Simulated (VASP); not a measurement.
# SiC4 (R-3m) in VASP: notebook, part 2 of 2

VASP 6.6.1.

## Step 4: Single point, PBE (atoms taken out)

The input, INCAR:

```
SYSTEM = SiC4
PREC = Accurate
ENCUT = 520
EDIFF = 1E-6
ISMEAR = 0
SIGMA = 0.1
LREAL = .FALSE.
LASPH = .TRUE.
NELM = 60
ALGO = Normal
ISIF = 2
LWAVE = .FALSE.
LCHARG = .FALSE.
GGA = PE
NBANDS = 18
```

The input, KPOINTS:

```
Automatic mesh
0
G
  18 18 18
  0 0 0
```

The input, POSCAR:

```
SiC4
1.0
    1.3198135769      0.7619947239      9.8067691495
   -1.3198135769      0.7619947239      9.8067691495
    0.0000000000     -1.5239894478      9.8067691495
Si C
1 4
Direct
    0.0000000000      0.0000000000      0.0000000000
    0.6282646442      0.6282646442      0.6282646442
    0.1666678961      0.1666678961      0.1666678961
    0.8333321039      0.8333321039      0.8333321039
    0.3717353558      0.3717353558      0.3717353558
```

Potentials or basis: VASP PAW PBE potentials, release 64 (Si, C).

Launch:

```sh
> cat potpaw_PBE.64/Si/POTCAR potpaw_PBE.64/C/POTCAR > POTCAR
> mpirun -np 1 vasp_std > vasp.out
```

OUTCAR:

```text
SYSTEM = SiC4
   PREC = Accurate
   ENCUT = 520
   EDIFF = 1E-6
   ISMEAR = 0
   LREAL = .FALSE.
   LASPH = .TRUE.
   NELM = 60
   ISIF = 2
   GGA = PE

 ion  position               nearest neighbor table
   1  0.000  0.000  0.000-   2 1.90   5 1.90   2 1.90   2 1.90   5 1.90   5 1.90
   2  0.628  0.628  0.628-   1 1.90   1 1.90   1 1.90
   3  0.167  0.167  0.167-   4 1.52   4 1.52   4 1.52
   4  0.833  0.833  0.833-   3 1.52   3 1.52   3 1.52
   5  0.372  0.372  0.372-   1 1.90   1 1.90   1 1.90

  LATTYP: Found a trigonal (rhomboedric) cell.
 ALAT       =     9.9244780713
[... 707 lines left out ...]
  -------------------------------------------------------------------------------------
  Total        0.0691828      0.0691828      0.0016918      0.0000000     -0.0000000      0.0000000
  in kB        1.8731252      1.8731252      0.0458042      0.0000000     -0.0000000      0.0000000
  external PRESSURE =       1.2640182 kB  Pullay stress =       0.0000000 kB

 VOLUME and BASIS-vectors are now :
 -----------------------------------------------------------------------------
  energy-cutoff  :      520.00
  volume of cell :       59.18
      direct lattice vectors                 reciprocal lattice vectors
     1.319813577  0.761994724  9.806769149     0.378841382  0.218724174  0.033990127
    -1.319813577  0.761994724  9.806769149    -0.378841382  0.218724174  0.033990127
     0.000000000 -1.523989448  9.806769149     0.000000000 -0.437448348  0.033990127

 POSITION                                       TOTAL-FORCE (eV/Angst)
 -----------------------------------------------------------------------------------
      0.00000      0.00000      0.00000         0.000000     -0.000000     -0.000000
      0.00000      0.00000     18.48374         0.000000     -0.000000     -0.004282
      0.00000      0.00000      4.90342         0.000000      0.000000     -0.000685
      0.00000      0.00000     24.51689         0.000000     -0.000000      0.000685
      0.00000      0.00000     10.93657         0.000000      0.000000      0.004282
 -----------------------------------------------------------------------------------
    total drift:                                0.000000     -0.000000     -0.000000

  FREE ENERGIE OF THE ION-ELECTRON SYSTEM (eV)
  ---------------------------------------------------
  free  energy   TOTEN  =       -34.0224662545 eV

  energy  without entropy=      -34.0143956071  energy(sigma->0) =      -34.01843093
```

OSZICAR:

```text
N       E                     dE             d eps       ncg     rms          rms(c)
DAV:   1     0.557456039567E+02    0.55746E+02   -0.94399E+03 20888   0.964E+02
DAV:   2    -0.311168223960E+02   -0.86862E+02   -0.83173E+02 27552   0.191E+02
DAV:   3    -0.353637172798E+02   -0.42469E+01   -0.41820E+01 27832   0.402E+01
DAV:   4    -0.354214093024E+02   -0.57692E-01   -0.57602E-01 28966   0.526E+00
DAV:   5    -0.354226805572E+02   -0.12713E-02   -0.12706E-02 27828   0.724E-01    0.979E+00
DAV:   6    -0.342724741331E+02    0.11502E+01   -0.20198E+00 26348   0.594E+00    0.518E+00
DAV:   7    -0.340238023012E+02    0.24867E+00   -0.71155E-01 26104   0.452E+00    0.186E+00
DAV:   8    -0.340218712312E+02    0.19311E-02   -0.67641E-02 25968   0.143E+00    0.580E-01
DAV:   9    -0.340231071713E+02   -0.12359E-02   -0.42251E-02 27724   0.530E-01    0.190E-01
DAV:  10    -0.340225783484E+02    0.52882E-03   -0.21843E-03 27124   0.246E-01    0.827E-02
DAV:  11    -0.340227048507E+02   -0.12650E-03   -0.52153E-03 30500   0.207E-01    0.796E-02
DAV:  12    -0.340224801263E+02    0.22472E-03   -0.29235E-03 26890   0.130E-01    0.183E-02
DAV:  13    -0.340224777773E+02    0.23491E-05   -0.58187E-05 23598   0.414E-02    0.137E-02
DAV:  14    -0.340224664340E+02    0.11343E-04   -0.38305E-05 28244   0.165E-02    0.403E-03
DAV:  15    -0.340224662545E+02    0.17951E-06   -0.62419E-06 27380   0.943E-03
   1 F= -.34022466E+02 E0= -.34018431E+02  d E =-.807065E-02
```

stdout:

```text
POSCAR found type information on POSCAR SiC
 POSCAR found :  2 types and       5 ions
 scaLAPACK will be used
 LDA part: xc-table for (Slater+PW92), standard interpolation
 POSCAR, INCAR and KPOINTS ok, starting setup
 FFT: planning ... GRIDC
 FFT: planning ... GRID_SOFT
 FFT: planning ... GRID
 WAVECAR not read
 entering main loop
```

It took 73 min on 1 thread of Intel Xeon 6975P-C (Granite Rapids), shared host; peak memory 1.2 GiB.

What came out:

* Free energy: -34.0225 eV
* Pressure: 0.1 GPa
* Largest force: 0.004 eV/Å
* Band gap on the k mesh: zero (bands 10 and 11 overlap by 2.59 eV)

Forces in eV/Å, atoms in the order of the input:
```
Si   0.000  0.000  0.000
C    0.000  0.000 -0.004
C    0.000  0.000 -0.001
C    0.000  0.000  0.001
C    0.000  0.000  0.004
```

Levels at points of the mesh, in eV from the Fermi level:
```
           k point  band 6  band 7  band 8  band 9  band 10  band 11  band 12  band 13  band 14  band 15
(0.00, 0.00, 0.00)   -2.45   -2.45   -0.59    1.51     1.51     2.44     2.44     6.15     7.69     7.69
(0.50, 0.00, 0.00)   -6.04   -5.23   -1.40   -1.34    -0.97    -0.13     1.05     2.26     6.12     6.70
(0.50, 0.50, 0.00)   -6.04   -5.23   -1.40   -1.33    -0.99    -0.11     1.05     2.25     6.12     6.74
(0.50, 0.50, 0.50)   -2.45   -2.45   -0.74    1.51     1.51     2.44     2.44     6.80     7.69     7.69
```

Caveat: the cell differs from its parent crystal (atoms taken out).

## Step 5: The runs side by side

| spin | cell | k mesh | gap on the mesh (eV) | pressure (GPa) | moment (μB) | largest force (eV/Å) |
| --- | --- | --- | --- | --- | --- | --- |
| collinear | a = 5.848 Å, angles 33.6°, 5 atoms, atomic positions A | 6 × 6 × 6 | none | -23.0 | 0.00 | 1.24 |
| collinear | a = 9.596 Å, angles 15.6°, 5 atoms, atomic positions B | 6 × 6 × 6 | none | 0.7 | 0.48 | 0.07 |
| off | a = 9.924 Å, angles 15.3°, 5 atoms, atomic positions C | 18 × 18 × 18 | none | 0.1 | - | - |

Alike in all rows: task single point; level PBE; potentials or basis VASP PAW PBE potentials, release 64 (Si, C); cutoff (eV) 520; smearing gaussian 0.1 eV.

Caveats: some runs use coarse meshes; semilocal functionals underestimate gaps, so a narrow gap can read as zero (at least some runs); forces of over 1 eV/Å act on the atoms, so gaps and moduli don't describe the material at rest (at least some runs).

Absolute energies hang on the potentials; compare differences alone.
